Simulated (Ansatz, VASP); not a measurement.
# Two plane-wave programs on Ti2Cl

```
Ti Cl
1.0
     2.86077   -1.50243    0.00958
     2.86077    1.50243    0.00958
    -1.04310    0.00000    6.15652
Ti Cl
2 1
Direct
  0.62100 0.62100 0.33628
  0.37900 0.37900 0.66372
  0.00000 0.00000 0.00000
```

Change from the starting cell: species swapped into the Te2Au type (C2/m, No. 12).

Alike in both runs: functional PBE; k mesh 18 × 18 × 8; occupations gaussian, width 0.1 eV; no spin polarisation.

Ansatz relaxed the structure, and its values are those at the end. VASP's run is a single point on that final structure, the one shown.

|  | VASP | Ansatz |
| --- | --- | --- |
| version | VASP 6.6.1 | Ansatz 0.2.0 |
| potentials or method | VASP PAW PBE potentials, release 64 (Ti_sv, Cl), cutoff 520 eV | scalar-relativistic, plane waves, PAW |
| valence electrons in the cell | 31 | 31 |

|  | VASP | Ansatz | Ansatz less VASP |
| --- | --- | --- | --- |
| gap on the k mesh at the Fermi level (eV) | none | none | - |
| pressure (GPa) | -0.1 | 0.0 | +0.09 |
| rms of the force components (eV/Å) | 0.011 | 0.002 | -0.0096 |

A gap of «none» marks a metal or a gap that the smearing closes.
